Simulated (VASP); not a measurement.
Input of a VASP 6.6.1 run:

The input INCAR:

```
  PREC = Accurate
  ENCUT = 520
  EDIFF = 1E-8
  ISMEAR = -1
  SIGMA = 0.05
  LREAL = F
  LASPH = T
  NELM = 150
  ALGO = Normal
  ISIF = 2
  LWAVE = F
  LCHARG = F
  ISPIN = 2
  MAGMOM = 1.5 0 0
  LORBIT = 11
  LMAXMIX = 4
  LEFG = T
  NBANDS = 18
```

File KPOINTS:

```
Automatic mesh
0
Gamma
  11 11 11
```

The input POSCAR:

```
VH2
1.0
    0.0000000000      2.1355000000      2.1355000000
    2.1355000000      0.0000000000      2.1355000000
    2.1355000000      2.1355000000      0.0000000000
V H
1 2
Direct
    0.0450000000     -0.0150000000     -0.0150000000
    0.2050000000      0.2650000000      0.2650000000
    0.7500000000      0.7500000000      0.7500000000
```

Potentials or basis: VASP PAW LDA potentials, release 64 (V_sv, H).

The run is started by

```console
$ cat potpaw_LDA.64/V_sv/POTCAR potpaw_LDA.64/H/POTCAR > POTCAR
$ mpirun -np 1 vasp_std > vasp.out
```

Question: Predict the pressure.

Answer: -14.0 GPa.

Question: Estimate the largest force.

Answer: 1.211 eV/Å.

Electric field gradients, principal values (V/Å²):
| atom | least | middle | greatest (by size) |
| --- | --- | --- | --- |
| 1 V | -3.046 | -3.051 | 6.097 |
| 2 H | 2.925 | 2.925 | -5.849 |
| 3 H | -1.897 | -1.899 | 3.796 |

Caveat: the cell differs from its parent crystal (shortest bond scaled by 1.12); without QUAD_EFG the Cq values of the log hold for a quadrupole moment of 1 mb, not for the nuclei; forces of over 1 eV/Å act on the atoms, so gaps and moduli don't describe the material at rest.
